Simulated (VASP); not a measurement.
# Te2Mo: single point with r2SCAN

Te2Mo, a slab with vacuum:

```
Te Mo
1.0
     3.70264    0.00000    0.00000
    -1.85132    3.20658    0.00000
     0.00000    0.00000   18.92598
Te Mo
2 1
Direct
  0.33333 0.66667 0.89786
  0.33333 0.66667 0.10214
  0.00000 0.00000 0.00000
```

This cell differs from its parent crystal: strain +0.040 along x and y, +0.080 along z.

```yaml
Program: VASP 6.6.1
Task: single point
Functional: r2SCAN
Potentials_or_basis: VASP PAW PBE potentials, release 64 (Te, Mo_sv)
Cutoff: 520 eV
k_mesh: 12 × 12 × 2
Occupations: gaussian, width 0.05 eV
Spin: no spin polarisation
```

```json
{"Largest force": "2.061 eV/Å", "Band gap on the k mesh": "0.98 eV"}
```

Forces in eV/Å, atoms in the order of the input:
```
Te   0.000  0.000  2.061
Te   0.000  0.000 -2.061
Mo   0.000  0.000  0.000
```

Levels at points of the mesh, in eV from the valence-band top:
```tsv
k point	band 11	band 12	band 13	band 14	band 15	band 16
(0.00, 0.00, 0.00)	-0.83	-0.83	-0.47	2.53	2.53	2.65
(0.50, 0.00, 0.00)	-1.80	-0.66	-0.49	1.20	1.48	2.83
(0.00, 0.00, 0.50)	-0.83	-0.83	-0.47	2.53	2.53	2.65
(0.50, 0.00, 0.50)	-1.80	-0.66	-0.49	1.20	1.48	2.83
```

It took 7.2 min on 1 thread of Intel(R) Xeon(R) 6975P-C (Granite Rapids), with other jobs on the host, peak memory 0.48 GiB.

Caveat: the cell differs from its parent crystal (strain +0.040 along x and y, +0.080 along z); there is no dipole correction, which matters where the two faces differ; the PAW data sets were made with another functional, which shifts forces and pressure a little; spin-orbit coupling is left out, which moves the levels of the heavy elements.
